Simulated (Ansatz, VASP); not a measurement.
Two plane-wave programs on Sc

Contents of INCAR:

```
SYSTEM = Sc
PREC = Accurate
ENCUT = 520
EDIFF = 1E-7
ISMEAR = 0
SIGMA = 0.1
LREAL = .False.
LASPH = .True.
NELM = 100
ALGO = Normal
ISIF = 2
LWAVE = .False.
LCHARG = .False.
GGA = PE
NBANDS = 24
```

Contents of KPOINTS:

```
regular mesh
0
Gamma
  10 10 14
  0 0 0
```

The input POSCAR:

```
Sc
1.0
    4.4361841245     -2.5603943384      0.0024221828
    4.4361841245      2.5603943384      0.0024221828
   -0.0017406310      0.0000000000      3.2326113691
Sc
3
Direct
    0.3333446656      0.3333446656      0.9999977160
    0.0000000000      0.0000000000      0.5000000000
    0.6666553344      0.6666553344      0.0000022840
```

Input for Ansatz:

```yaml
crystal:
  lattice:
    - [4.4361843326, -2.5603942007, 0.002422184]
    - [4.4361843326, 2.5603942007, 0.002422184]
    - [-0.0017406303, 0.0, 3.232611417]
  atoms:
    - { symbol: Sc, position: [0.3333446973, 0.3333446973, 0.9999975877] }
    - { symbol: Sc, position: [0.0, 0.0, 0.5] }
    - { symbol: Sc, position: [0.6666553027, 0.6666553027, 2.4123e-06] }
basis:
  ecutwfc: 420
kpoints:
  mp_grid: { grid: [10, 10, 14] }
  band_path:
    path:
      - [[0.0, 0.0, 0.0], [-0.5, -0.5, -2.75e-06], [-0.33327879, -0.66672121, -2.75e-06]]
      - [[0.33327879, -0.33327879, 0.0], [0.0, 0.0, 0.0], [0.0, 0.0, -0.5], [0.33327879, -0.33327879, -0.5]]
      - [[-0.33327879, -0.66672121, -0.50000275], [-0.5, -0.5, -0.50000275], [-0.5, -0.5, -2.75e-06]]
      - [[0.0, 0.0, 0.0], [0.0, -0.5, -1.37e-06], [0.0, -0.5, -0.50000137], [0.0, 0.0, -0.5], [-0.5, -0.5, -0.50000275]]
    npoints: 14
hamiltonian:
  xc: pbe
scf:
  occupations: { method: gaussian, width: 0.1 }
output:
  forces: true
  stress: true
  eigenvalues: true
  populations: true
  dos: { projected: true, de: 0.02, nscf_kmesh: { grid: [15, 15, 21] } }
  bader: true
```

Alike in both runs: task single point; functional PBE; k mesh 10 × 10 × 14; occupations gaussian, width 0.1 eV; no spin polarisation.

|  | VASP | Ansatz |
| --- | --- | --- |
| version | VASP 6.6.1 | Ansatz 0.2.0 |
| potentials or method | VASP PAW PBE potentials, release 64 (Sc_sv), cutoff 520 eV | scalar-relativistic, plane waves, PAW |
| valence electrons in the cell | 33 | 33 |

|  | VASP | Ansatz | Ansatz less VASP |
| --- | --- | --- | --- |
| gap on the k mesh at the Fermi level (eV) | none | none | - |
| pressure (GPa) | 0.0 | 0.0 | -0.04 |

A gap of «none» marks a metal or a gap that the smearing closes. Ansatz's warnings: near symmetry operations not taken.
